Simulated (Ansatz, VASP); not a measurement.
**Two plane-wave programs on Ga2O3**

```
Ga O
1.0
     2.49230    1.43893    4.48067
    -2.49230    1.43893    4.48067
     0.00000   -2.87786    4.48067
Ga O
4 6
Direct
  0.35540 0.35540 0.35540
  0.14460 0.14460 0.14460
  0.64460 0.64460 0.64460
  0.85540 0.85540 0.85540
  0.55363 0.94637 0.25000
  0.25000 0.55363 0.94637
  0.94637 0.25000 0.55363
  0.44637 0.05363 0.75000
  0.75000 0.44637 0.05363
  0.05363 0.75000 0.44637
```

Alike in both runs: functional r2SCAN; k mesh 6 × 6 × 6; occupations gaussian, width 0.02 eV; no spin polarisation.

Ansatz relaxed the structure, and its values are those at the end. VASP's run is a single point on that final structure, the one shown.

|  | VASP | Ansatz |
| --- | --- | --- |
| version | VASP 6.6.1 | Ansatz 0.2.0 |
| potentials or method | VASP PAW PBE potentials, release 64 (Ga_d, O), cutoff 520 eV | scalar-relativistic, plane waves, PAW |
| valence electrons in the cell | 88 | 88 |

VASP gave:

| Item | Value |
| --- | --- |
| gap on the k mesh at the Fermi level (eV) | 3.54 |
| least direct gap on the mesh (eV) | 3.80 |
| pressure (GPa) | 1.9 |
| rms of the force components (eV/Å) | 0.021 |

**Question.** What did Ansatz give for the same quantities?

**Answer.** gap on the k mesh at the Fermi level (eV): 3.55; least direct gap on the mesh (eV): 3.81; pressure (GPa): 0.0; rms of the force components (eV/Å): 0.000.

VASP's potentials were made for PBE, not for r2SCAN. With one functional, cell and mesh, what is left measures potentials, basis and numerics.
